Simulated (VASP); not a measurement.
A run of VASP 6.6.1 is set up as follows.

File INCAR:

```
SYSTEM = AlRu
PREC = Accurate
ENCUT = 500
EDIFF = 1E-6
ISMEAR = 1
SIGMA = 0.1
LREAL = .FALSE.
LASPH = .TRUE.
NELM = 120
ALGO = Normal
ISIF = 2
LWAVE = .FALSE.
LCHARG = .TRUE.
GGA = PE
LELF = .TRUE.
LVHAR = .TRUE.
NBANDS = 16
GGA_COMPAT = .FALSE.
```

The input KPOINTS:

```
regular mesh
0
G
  4 4 4
  0 0 0
```

File POSCAR:

```
AlRu
1.0
    2.9916000000      0.0000000000      0.0000000000
    0.0000000000      2.9916000000      0.0000000000
    0.0000000000      0.0000000000      2.9916000000
Al Ru
1 1
Direct
    0.0000000000      0.0000000000      0.0000000000
    0.5000000000      0.5000000000      0.5000000000
```

Potentials or basis: VASP PAW PBE potentials, release 64 (Al, Ru_pv).

Command:

```sh
$ cat potpaw_PBE.64/Al/POTCAR potpaw_PBE.64/Ru_pv/POTCAR > POTCAR
$ mpirun -np 1 vasp_std > vasp.out
```

(1) What does it give for the pressure?

## Answers

(1) 0.3 GPa.

Caveat: the k points lie up to 0.53 Å⁻¹ apart.
